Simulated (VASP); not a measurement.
# Co4O in VASP: single point with PBEsol

Aim: the single point of Co4O with PBEsol.

Program: VASP 6.6.1. These are calculated values, not measurements. Logs are shortened: lines on timing, memory, paths and dates and some standing lists are left out, and cuts for length are marked.

### Step 1. The cell of the first run

The cell holds a slab with vacuum, 5 atoms: a = 2.456 Å, b = 2.456 Å, c = 24.954 Å, α = 90.00°, β = 90.00°, γ = 120.00°.

### Step 2. Single point, PBEsol, collinear spin, ferromagnetic start

INCAR

```
PREC     = Accurate       # precision mode
ENCUT    = 520            # plane-wave cutoff, eV
EDIFF    = 1E-6           # SCF threshold, eV
ISMEAR   = 0              # smearing method
SIGMA    = 0.1            # smearing width, eV
LREAL    = F              # projectors in reciprocal space
LASPH    = T              # aspherical terms in the spheres
NELM     = 150            # most SCF steps
ALGO     = Normal         # electronic algorithm
ISIF     = 2              # what is computed and relaxed
LWAVE    = F              # write WAVECAR
LCHARG   = T              # write CHGCAR
ISPIN    = 2              # spin polarisation
MAGMOM   = 1.94 1.89 1.88 1.92 2 # initial moments
LORBIT   = 11             # projections on sites
LMAXMIX  = 4              # l up to which the mixer works
LDIPOL   = T            
IDIPOL   = 3            
DIPOL    = 0.5 0.5 0.494
GGA      = PS             # functional
LELF     = T              # ELF
LVHAR    = T            
LVACPOTAV= T            
NBANDS   = 33             # bands
```

KPOINTS

```
Automatic mesh
0
Gamma
  12 12 1
```

POSCAR

```
Co4O
1.0
    2.4564222732      0.0000000000      0.0000000000
   -1.2282111366      2.1273240910      0.0000000000
    0.0000000000      0.0000000000     24.9541203316
Co O
4 1
Direct
    0.6666666666      0.3333333333      0.3406251107
    0.3333333334      0.6666666667      0.4201593419
    0.6675439974      0.3350879948      0.4996242351
    0.3349413728      0.6698827456      0.5840789704
   -0.3316757380     -0.6633514760      0.6259904569
```

Potentials or basis: VASP PAW PBE potentials, release 64 (Co, O).

Run with:

```sh
cat potpaw_PBE.64/Co/POTCAR potpaw_PBE.64/O/POTCAR > POTCAR
mpirun -np 1 vasp_std > vasp.out
```

OUTCAR:

```text
PREC = Accurate
   ENCUT = 520
   EDIFF = 1E-6
   ISMEAR = 0
   LREAL = F
   LASPH = T
   NELM = 150
   ISIF = 2
   ISPIN = 2
   LORBIT = 11
   GGA = PS

 ion  position               nearest neighbor table
   1  0.667  0.333  0.341-   2 2.44   2 2.44   2 2.44
   2  0.333  0.667  0.420-   3 2.44   3 2.44   1 2.44   1 2.44   1 2.44   3 2.44
   3  0.668  0.335  0.500-   2 2.44   2 2.44   2 2.44   4 2.54   4 2.54   4 2.54
   4  0.335  0.670  0.584-   5 1.76   5 1.76   5 1.76   3 2.54   3 2.54   3 2.54
   5  0.668  0.337  0.626-   4 1.76   4 1.76   4 1.76

  LATTYP: Found a hexagonal cell.
 ALAT       =     2.4564222732
 C/A-ratio  =    10.1587258037

  Lattice vectors:

 A1 = (   2.4564222732,   0.0000000000,   0.0000000000)
 A2 = (  -1.2282111366,   2.1273240910,   0.0000000000)
 A3 = (   0.0000000000,   0.0000000000,  24.9541203316)

Analysis of symmetry for initial positions (statically):
=====================================================================
 Subroutine PRICEL returns:
 Original cell was already a primitive cell.

 Routine SETGRP: Setting up the symmetry group for a
 hexagonal supercell.

 Subroutine GETGRP returns: Found  2 space group operations
 (whereof  2 operations were pure point group operations)
 out of a pool of 24 trial point group operations.

The static configuration has the point symmetry C_1h.

Analysis of symmetry for dynamics (positions and initial velocities):
=====================================================================
 Subroutine PRICEL returns:
 Original cell was already a primitive cell.

 Routine SETGRP: Setting up the symmetry group for a
 hexagonal supercell.

 Subroutine GETGRP returns: Found  2 space group operations
 (whereof  2 operations were pure point group operations)
 out of a pool of 24 trial point group operations.

The dynamic configuration has the point symmetry C_1h.

Analysis of structural, dynamic, and magnetic symmetry:
=====================================================================
 Subroutine PRICEL returns:
 Original cell was already a primitive cell.

 Routine SETGRP: Setting up the symmetry group for a
 hexagonal supercell.

 Subroutine GETGRP returns: Found  2 space group operations
 (whereof  2 operations were pure point group operations)
 out of a pool of 24 trial point group operations.

The overall configuration has the point symmetry C_1h.

 Subroutine INISYM returns: Found  2 space group operations
 (whereof  2 operations are pure point group operations),
 and found     1 'primitive' translations

----------------------------------------------------------------------------------------

                                     Primitive cell

  volume of cell :     130.4004

  direct lattice vectors                    reciprocal lattice vectors
     2.456422273  0.000000000  0.000000000     0.407096130  0.235037060  0.000000000
    -1.228211137  2.127324091  0.000000000     0.000000000  0.470074120  0.000000000
     0.000000000  0.000000000 24.954120332     0.000000000  0.000000000  0.040073542

  length of vectors
     2.456422273  2.456422273 24.954120332     0.470074120  0.470074120  0.040073542

  position of ions in fractional coordinates (direct lattice)
     0.666666667  0.333333333  0.340625111
     0.333333333  0.666666667  0.420159342
     0.667543997  0.335087995  0.499624235
     0.334941373  0.669882746  0.584078970
     0.668324262  0.336648524  0.625990457

  ion indices of the primitive-cell ions
   primitive index   ion index
                 1           1
                 2           2
                 3           3
                 4           4
                 5           5

----------------------------------------------------------------------------------------

 KPOINTS: Automatic mesh

Automatic generation of k-mesh.
 Grid dimensions read from file:
 generate k-points for:   12   12    1

 Generating k-lattice:

  Cartesian coordinates                     Fractional coordinates (reciprocal lattice)
     0.033924677  0.019586422  0.000000000     0.083333333  0.000000000  0.000000000
     0.000000000  0.039172843  0.000000000     0.000000000  0.083333333  0.000000000
     0.000000000  0.000000000  0.040073542     0.000000000  0.000000000  1.000000000

  Length of vectors
     0.039172843  0.039172843  0.040073542

  Shift w.r.t. Gamma in fractional coordinates (k-lattice)
     0.000000000  0.000000000  0.000000000

 Subroutine IBZKPT returns following result:
 ===========================================

 Found     43 irreducible k-points:

 Following reciprocal coordinates:
            Coordinates               Weight
  0.000000  0.000000  0.000000      1.000000
  0.083333 -0.000000  0.000000      4.000000
  0.000000  0.083333  0.000000      2.000000
  0.166667 -0.000000  0.000000      4.000000
  0.000000  0.166667  0.000000      2.000000
  0.250000  0.000000  0.000000      4.000000
[... 16 lines left out ...]
 -0.083333  0.416667  0.000000      4.000000
 -0.416667  0.333333  0.000000      4.000000
 [... further k-points ...]
   k-points           NKPTS =     43   k-points in BZ     NKDIM =     43   number of bands    NBANDS=     33
   number of dos      NEDOS =    301   number of ions     NIONS =      5
   total plane-waves  NPLWV =  62208
   dimension x,y,z NGX =    18 NGY =   18 NGZ =  192
   dimension x,y,z NGXF=    36 NGYF=   36 NGZF=  384
   ions per type =               4   1
   NGX,Y,Z   is equivalent  to a cutoff of  12.18, 12.18, 12.79 a.u.
   NGXF,Y,Z  is equivalent  to a cutoff of  24.36, 24.36, 25.58 a.u.
 SYSTEM =  unknown system
   PREC   = accura    normal or accurate (medium, high low for compatibility)
   ISTART =      0    job   : 0-new  1-cont  2-samecut
   ICHARG =      2    charge: 1-file 2-atom 10-const
   ISPIN  =      2    spin polarized calculation?
   LNONCOLLINEAR =      F non collinear calculations
   LSORBIT =      F    spin-orbit coupling
   LASPH  =      T    aspherical Exc in radial PAW
   ENCUT  =  520.0 eV  38.22 Ry    6.18 a.u.   4.57  4.57 46.40*2*pi/ulx,y,z
   NELM   =    150;   NELMIN=  2; NELMDL= -5     # of ELM steps
   EDIFF  = 0.1E-05   stopping-criterion for ELM
   LREAL  =      F    real-space projection
   EDIFFG = 0.1E-04   stopping-criterion for IOM
   NSW    =      0    number of steps for IOM
   IBRION =     -1    ionic relax: 0-MD 1-quasi-New 2-CG
   NFREE  =      0    steps in history (QN), initial steepest desc. (CG)
   ISIF   =      2    stress and relaxation
   ISYM   =      2    0-nonsym 1-usesym 2-fastsym
   POTIM  = 0.5000    time-step for ionic-motion
   TEBEG  =    0.0;   TEEND  =   0.0 temperature during run
   PSTRESS=    0.0 pullay stress
   NELECT =      42.0000    total number of electrons
   NUPDOWN=      -1.0000    fix difference up-down
   EMIN   =  10.00;   EMAX   =-10.00  energy-range for DOS
   EFERMI =   0.00;   METHOD = LEGACY
   ISMEAR =     0;   SIGMA  =   0.10  broadening in eV -4-tet -1-fermi 0-gaus
   EFERMI_NEDOS =   21; number of points for ismear=-14 and -15
   IALGO  =     38    algorithm
   IMIX   =      4    mixing-type and parameters
     AMIX     =   0.40;   BMIX     =  1.00
     AMIX_MAG =   1.60;   BMIX_MAG =  1.00
  volume/ion in A,a.u.               =      26.08       176.00
  Fermi-wavevector in a.u.,A,eV,Ry     =   1.122186  2.120625 17.133844  1.259302
  Thomas-Fermi vector in A             =   2.258845
   LORBIT       =     11    0 simple, 1 ext, 2 COOP (PROOUT), +10 PAW based schemes
   GGA     = PS    functional components
   LHFCALC =     F    Hartree Fock is set to
   AEXX    =    0.0000 exact exchange contribution
   IVDW    =     0    specifies the selected vdW correction
   LEPSILON=     F    determine dielectric tensor
   LRPA    =     F    only Hartree local field effects (RPA)
 spin polarized calculation
 Gauss-broadening in eV      SIGMA  =   0.10
  energy-cutoff  :      520.00
  volume of cell :      130.40
 maximum number of plane-waves:      3566
   NGX =  9   NGY =  9   NGZ = 93

 dipolmoment           0.000000      0.000000     -0.010462 electrons x Angstroem

 number of electron      41.9999978 magnetization       5.1305993

 dipolmoment           0.000000      0.000000      0.043431 electrons x Angstroem

 Free energy of the ion-electron system (eV)
  ---------------------------------------------------
  ext. energy  EPLUGINS =         0.00000000
  ---------------------------------------------------
  free energy    TOTEN  =       -36.30015135 eV

  energy without entropy =      -36.26668995  energy(sigma->0) =      -36.28342065

 E-fermi :   0.0762     XC(G=0):  -5.6180

 val. band max:        0.0737923158   @ k =   0.2500   0.2500   0.0000
 cond. band min:       0.0770176759   @ k =   0.4167   0.1667   0.0000
 fundamental gap:      0.0032253601
 Fermi energy:         0.0762291050

 spin component 1

 k-point     1 :       0.0000    0.0000    0.0000
  band No.  band energies     occupation
      1     -21.3020      1.00000
      2      -8.7644      1.00000
      3      -7.9027      1.00000
      4      -6.6952      1.00000
      5      -5.4700      1.00000
      6      -5.2011      1.00000
[... 25 lines left out ...]
     32       7.3352      0.00000
     33       7.4969      0.00000

 k-point     2 :       0.0833   -0.0000    0.0000
  band No.  band energies     occupation
      1     -21.2026      1.00000
      2      -8.5322      1.00000
      3      -7.7121      1.00000
      4      -6.5396      1.00000
      5      -5.4836      1.00000
      6      -5.2315      1.00000
[... 784 lines left out ...]
 k-point    24 :      -0.4167    0.3333    0.0000
  band No.  band energies     occupation
      1     -19.8672      1.00000
      2      -8.0499      1.00000
      3      -5.8204      1.00000
      4      -5.5269      1.00000
      5      -5.1626      1.00000
      6      -4.8098      1.00000
[... 25 lines left out ...]
     32      10.4362      0.00000
     33      10.8777      0.00000

 [... further k-points ...]

 spin component 2

 k-point     1 :       0.0000    0.0000    0.0000
  band No.  band energies     occupation
      1     -21.2943      1.00000
      2      -8.6872      1.00000
      3      -7.8369      1.00000
      4      -6.5161      1.00000
      5      -5.0916      1.00000
      6      -5.0906      1.00000
[... 25 lines left out ...]
     32       7.5700      0.00000
     33       7.7631      0.00000

 k-point     2 :       0.0833   -0.0000    0.0000
  band No.  band energies     occupation
      1     -21.1948      1.00000
      2      -8.4547      1.00000
      3      -7.6445      1.00000
      4      -6.3683      1.00000
      5      -5.3423      1.00000
      6      -5.0688      1.00000
[... 784 lines left out ...]
 k-point    24 :      -0.4167    0.3333    0.0000
  band No.  band energies     occupation
      1     -19.8573      1.00000
      2      -8.0028      1.00000
      3      -5.7341      1.00000
      4      -5.4214      1.00000
      5      -4.6145      1.00000
      6      -3.9911      1.00000
[... 25 lines left out ...]
     32      10.7007      0.00000
     33      11.0130      0.00000

 [... further k-points ...]

------------------------ aborting loop because EDIFF is reached ----------------------------------------

  FORCE on cell =-STRESS in cart. coord.  units (eV):
  Direction    XX          YY          ZZ          XY          YZ          ZX
  --------------------------------------------------------------------------------------
  -------------------------------------------------------------------------------------
  Total        3.2702483      3.2601046     -0.8690231      0.0000000     -0.0227748      0.0000000
  in kB       40.1802251     40.0555926    -10.6773374      0.0000000     -0.2798245      0.0000000
  external PRESSURE =      23.1861601 kB  Pullay stress =       0.0000000 kB

 VOLUME and BASIS-vectors are now :
 -----------------------------------------------------------------------------
  energy-cutoff  :      520.00
  volume of cell :      130.40
      direct lattice vectors                 reciprocal lattice vectors
     2.456422273  0.000000000  0.000000000     0.407096130  0.235037060  0.000000000
    -1.228211137  2.127324091  0.000000000     0.000000000  0.470074120  0.000000000
     0.000000000  0.000000000 24.954120332     0.000000000  0.000000000  0.040073542

 POSITION                                       TOTAL-FORCE (eV/Angst)
 -----------------------------------------------------------------------------------
      1.22821      0.70911      8.50000         0.000000      0.001080      0.388872
      0.00000      1.41822     10.48471        -0.000000      0.003991     -0.347536
      1.22821      0.71284     12.46768         0.000000     -0.001779      0.002184
      0.00000      1.42506     14.57518         0.000000      0.000740     -0.145697
      1.22821      0.71616     15.62104         0.000000     -0.004031      0.102178
 -----------------------------------------------------------------------------------
    total drift:                               -0.000001      0.000225     -0.000182

  FREE ENERGIE OF THE ION-ELECTRON SYSTEM (eV)
  ---------------------------------------------------
  free  energy   TOTEN  =       -36.3001513468 eV

  energy  without entropy=      -36.2666899502  energy(sigma->0) =      -36.28342065

 vacuum level on the upper side and lower side of the slab         6.643         5.139

 total charge

# of ion       s       p       d       tot
------------------------------------------
    1        0.493   0.434   7.247   8.175
    2        0.503   0.563   7.291   8.357
    3        0.495   0.541   7.280   8.315
    4        0.514   0.846   7.487   8.847
    5        1.601   3.369   0.000   4.970
--------------------------------------------------
tot          3.606   5.753  29.305  38.664

 magnetization (x)

# of ion       s       p       d       tot
------------------------------------------
    1       -0.012  -0.041   1.743   1.690
    2       -0.015  -0.053   1.652   1.584
    3       -0.009  -0.028   1.692   1.655
    4       -0.004  -0.002   0.230   0.224
    5        0.000  -0.000   0.000  -0.000
--------------------------------------------------
tot         -0.040  -0.125   5.318   5.153
```

Wall time 20 min (1 thread of Intel Xeon Platinum 8259CL at 2.50GHz (Skylake/Cascade Lake), shared host); peak memory 0.46 GiB.

What came out:

| Property | Result |
| --- | --- |
| Free energy | -36.3002 eV |
| Largest force | 0.389 eV/Å |
| Net moment | 5.13 μB per cell |
| Site moments | Co +1.69, +1.58, +1.66, +0.22; O -0.00 μB |
| Valence electrons inside the program's atomic spheres | Co 8.18, 8.36, 8.31, 8.85; O 4.97 |

Forces on the atoms (eV/Å):
```
Co   0.000  0.001  0.389
Co   0.000  0.004 -0.348
Co   0.000 -0.002  0.002
Co   0.000  0.001 -0.146
O    0.000 -0.004  0.102
```

Levels at points of the mesh, in eV from the Fermi level:
Spin up:
```tsv
k point	band 21	band 22	band 23	band 24	band 25	band 26	band 27	band 28
(0.00, 0.00, 0.00)	-1.27	-1.14	-1.14	-0.89	-0.88	-0.33	1.10	1.10
(0.50, 0.00, 0.00)	-0.60	-0.52	-0.43	0.84	1.15	1.78	3.06	6.06
(0.00, 0.50, 0.00)	-0.60	-0.52	-0.43	0.84	1.15	1.78	3.06	6.06
```
Spin down:
```tsv
k point	band 15	band 16	band 17	band 18	band 19	band 20	band 21	band 22	band 23	band 24
(0.00, 0.00, 0.00)	-1.06	-1.00	-1.00	-0.75	-0.75	-0.13	0.12	0.13	0.67	0.67
(0.50, 0.00, 0.00)	-0.69	-0.60	-0.02	0.29	0.67	0.78	1.21	1.24	1.32	1.43
(0.00, 0.50, 0.00)	-0.69	-0.60	-0.02	0.29	0.67	0.78	1.21	1.24	1.32	1.43
```

Caveat: the PAW data sets were made with another functional, which shifts forces and pressure a little. With open d or f shells a metallic result of PBEsol can be an artefact of self-interaction; +U or a hybrid may open a gap.
